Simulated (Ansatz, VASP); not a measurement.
Given: the input of a run of Ansatz 0.2.0 on InP.

The input input.yaml:

```yaml
crystal:
  lattice:
    - [0.0, 2.8908937935, 2.8908937935]
    - [2.8908937935, 0.0, 2.8908937935]
    - [2.8908937935, 2.8908937935, 0.0]
  atoms:
    - { symbol: In, position: [0.0, 0.0, 0.0] }
    - { symbol: P, position: [0.75, 0.75, 0.75] }
hamiltonian:
  xc:
    exchange: hjs_pbesol
    correlation: pbesol
    exx: { coeff: 0.25, omega: 0.207 }
  pseudopotentials: { kind: paw }
kpoints:
  mp_grid: { grid: [4, 4, 4] }
scf:
  occupations: { method: fermi_dirac, width: 0.05 }
output:
  forces: true
  stress: true
  eigenvalues: true
```

Potentials or basis: Ansatz PAW.

Launch:

```console
$ ansatz run input.yaml --threads 2 --pin off --max-ram 5632MiB --backend cpu --events-out ev --progress --plain --runs-dir out
```

**Question.** Translate it to VASP 6.6.1. Potentials there: VASP PAW PBE potentials, release 64 (In_d, P).

**Answer.** As run (the cutoff follows the program's own potentials):

Contents of POSCAR:

```
InP
1.0
    0.0000000000      2.8908937935      2.8908937935
    2.8908937935      0.0000000000      2.8908937935
    2.8908937935      2.8908937935      0.0000000000
In P
1 1
Direct
    0.0000000000      0.0000000000      0.0000000000
    0.7500000000      0.7500000000      0.7500000000
```

The input INCAR.step1:

```
PREC = Accurate
ENCUT = 520
EDIFF = 1E-5
ISMEAR = -1
SIGMA = 0.05
LREAL = F
LASPH = T
NELM = 60
ALGO = Normal
ISIF = 2
LWAVE = T
NBANDS = 16
GGA = PE
```

INCAR.step2

```
PREC = Accurate
ENCUT = 520
EDIFF = 1E-6
ISMEAR = -1
SIGMA = 0.05
LREAL = F
LASPH = T
NELM = 60
ALGO = Normal
ISIF = 2
LWAVE = F
LCHARG = T
GGA = PS
LHFCALC = T
AEXX = 0.25
HFSCREEN = 0.207
PRECFOCK = Normal
LELF = T
LVHAR = T
NBANDS = 16
ISTART = 1
```

The input KPOINTS:

```
regular mesh
0
Gamma
  4 4 4
```

Potentials or basis: VASP PAW PBE potentials, release 64 (In_d, P).

Run with:

```sh
$ cat potpaw_PBE.64/In_d/POTCAR potpaw_PBE.64/P/POTCAR > POTCAR
$ cp INCAR.step1 INCAR
$ mpirun -np 1 vasp_std > vasp.out
$ cp INCAR.step2 INCAR
$ mpirun -np 1 vasp_std > vasp.out
```

Both were run:

|  | VASP | Ansatz | Ansatz less VASP |
| --- | --- | --- | --- |
| gap on the k mesh at the Fermi level (eV) | 1.67 | 1.67 | -0.002 |
| least direct gap on the mesh (eV) | 1.67 | 1.67 | -0.002 |
| pressure (GPa) | 2.9 | 3.1 | +0.19 |

VASP's potentials were made for PBE, not for PBEsol-based screened hybrid.

The k mesh is coarse, so the values compare programs but aren't converged.
